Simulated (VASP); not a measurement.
Wanted: the native input for a VASP 6.6.1 run.

* Task: single point
* Functional: LDA
* Potentials or basis: VASP PAW LDA potentials, release 64 (Cu, Al)
* Cutoff: 520 eV
* k mesh: 9 × 9 × 9
* Occupations: fermi-dirac, width 0.05 eV
* Spin: no spin polarisation
* Dipole correction: no
* Further INCAR settings: ALGO = Fast; EDIFF = 1e-07; NBANDS = 16

The structure of Al2Cu lies in POSCAR:

```
Al2Cu
1.0
   -2.0303375000      2.0303375000      2.8510940000
    2.0303375000     -2.0303375000      2.8510940000
    2.0303375000      2.0303375000     -2.8510940000
Cu Al
1 2
Direct
    0.5000000000      0.5000000000      0.0000000000
    0.2500000000      0.7500000000      0.5000000000
    0.7500000000      0.2500000000      0.5000000000
```

The input as run:

INCAR

```
SYSTEM = Al2Cu
PREC = Accurate
ENCUT = 520
EDIFF = 1E-7
ISMEAR = -1
SIGMA = 0.05
LREAL = .FALSE.
LASPH = .TRUE.
NELM = 60
ALGO = Fast
ISIF = 2
LWAVE = .FALSE.
LCHARG = .FALSE.
GGA = CA
NBANDS = 16
```

KPOINTS

```
regular mesh
0
G
  9 9 9
  0 0 0
```

Potentials or basis: VASP PAW LDA potentials, release 64 (Cu, Al).

Command:

```sh
$ cat potpaw_LDA.64/Cu/POTCAR potpaw_LDA.64/Al/POTCAR > POTCAR
$ mpirun -np 1 vasp_std > vasp.out
```

It gave:

The pressure is -2.6 GPa.

Run time: 110 s on 1 thread of Intel(R) Xeon(R) Platinum 8375C CPU @ 2.90GHz (Ice Lake), with other jobs on the host, peak memory 0.18 GiB.
